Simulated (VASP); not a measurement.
Here is a VASP 6.6.1 calculation.

Contents of INCAR:

```
SYSTEM = Al
  PREC = Accurate
  ENCUT = 600
  EDIFF = 1E-7
  ISMEAR = 0
  SIGMA = 0.1
  LREAL = .False.
  LASPH = .True.
  NELM = 60
  ALGO = Fast
  ISIF = 3
  LWAVE = .False.
  LCHARG = .False.
  GGA = PE
  IBRION = 2
  NSW = 100
  EDIFFG = -0.01
```

The input KPOINTS:

```
Automatic mesh
0
Gamma
  26 26 26
  0 0 0
```

File POSCAR:

```
Al
1.0
   -1.4038047271      1.4561999687      2.0186484409
    1.4038047271     -1.4561999687      2.0186484409
    1.4038047271      1.4561999687     -2.0186484409
Al
1
Direct
    0.0000000000      0.0000000000      0.0000000000
```

Potentials or basis: VASP PAW PBE potentials, release 64 (Al).

Run with:

```console
$ cat potpaw_PBE.64/Al/POTCAR > POTCAR
$ mpirun -np 1 vasp_std > vasp.out
```

(1) Predict the relaxed volume.

(2) Predict the relaxed cell.

(3) What does it give for the space group after relaxing (to 0.1 Å)?

Answers

(1) 16.49 Å³/atom.

(2) a = 2.856 Å, b = 2.856 Å, c = 2.856 Å, α = 119.95°, β = 119.98°, γ = 90.06°.

(3) Fm-3m (No. 225).
